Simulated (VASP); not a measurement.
Wanted: the native input for a VASP 6.6.1 run.

```
Task                   : single point
Functional             : r2SCAN
Dispersion             : rVV10
Potentials or basis    : VASP PAW PBE potentials, release 64 (Mn_pv, S)
Cutoff                 : 550 eV
k mesh                 : 8 × 8 × 8
Occupations            : gaussian, width 0.05 eV
Spin                   : collinear spin, ferromagnetic start
Starting moments       : [4.86, 0.0] μB
Dipole correction      : no
Further INCAR settings : ALGO = Normal; EDIFF = 1e-06; NBANDS = 20
```

MnS:

```
CELL_PARAMETERS angstrom
0.00000 2.56074 2.56074
2.56074 0.00000 2.56074
2.56074 2.56074 0.00000
ATOMIC_POSITIONS crystal
Mn 0.00000 0.00000 0.00000
S 0.50000 0.50000 0.50000
```

These files were run (other wordings do the same):

POSCAR

```
MnS
1.0
    0.0000000000      2.5607406661      2.5607406661
    2.5607406661      0.0000000000      2.5607406661
    2.5607406661      2.5607406661      0.0000000000
Mn S
1 1
Direct
    0.0000000000      0.0000000000      0.0000000000
    0.5000000000      0.5000000000      0.5000000000
```

INCAR.step1

```
SYSTEM = MnS
PREC = Accurate ; ENCUT = 550
ISMEAR = 0 ; SIGMA = 0.05
LREAL = .FALSE. ; LASPH = .TRUE.
NELM = 200 ; ISPIN = 2
MAGMOM = 4.86 0 ; LMAXMIX = 4
NBANDS = 20 ; GGA = PE
ALGO = Normal ; EDIFF = 1E-5
LWAVE = .TRUE. ; LCHARG = .FALSE.
GGA_COMPAT = .FALSE.
```

INCAR.step2

```
SYSTEM = MnS
PREC = Accurate ; ENCUT = 550
EDIFF = 1E-6 ; ISMEAR = 0
SIGMA = 0.05 ; LREAL = .FALSE.
LASPH = .TRUE. ; NELM = 200
ALGO = Normal ; ISIF = 2
LWAVE = .FALSE. ; LCHARG = .TRUE.
ISPIN = 2 ; MAGMOM = 4.86 0
LORBIT = 11 ; LMAXMIX = 4
METAGGA = R2SCAN ; LMIXTAU = .TRUE.
LUSE_VDW = .TRUE. ; IVDW_NL = 2
BPARAM = 11.95 ; CPARAM = 0.0093
LELF = .TRUE. ; LVHAR = .TRUE.
NBANDS = 20 ; ISTART = 1
GGA_COMPAT = .FALSE.
```

KPOINTS

```
regular mesh
0
G
  8 8 8
  0 0 0
```

Potentials or basis: VASP PAW PBE potentials, release 64 (Mn_pv, S).

The run is started by

```bash
$ cat potpaw_PBE.64/Mn_pv/POTCAR potpaw_PBE.64/S/POTCAR > POTCAR
$ cp INCAR.step1 INCAR
$ mpirun -np 1 vasp_std > vasp.out
$ cp INCAR.step2 INCAR
$ mpirun -np 1 vasp_std > vasp.out
```

Results of the run:

```json
{"Pressure": "3.2 GPa", "Net moment": "4.90 μB per cell", "Site moments": "Mn +4.43; S +0.14 μB", "Valence electrons inside the program's atomic spheres": "Mn 11.33; S 3.80"}
```

Caveat: the cell stands under pressure; the PAW data sets were made with another functional, which shifts forces and pressure a little; a cell with one magnetic atom can't hold antiferromagnetic order, which such compounds often take.

Wall time 5.8 min on 1 thread of Intel Xeon 8259CL (shared host), peak memory 0.3 GiB.
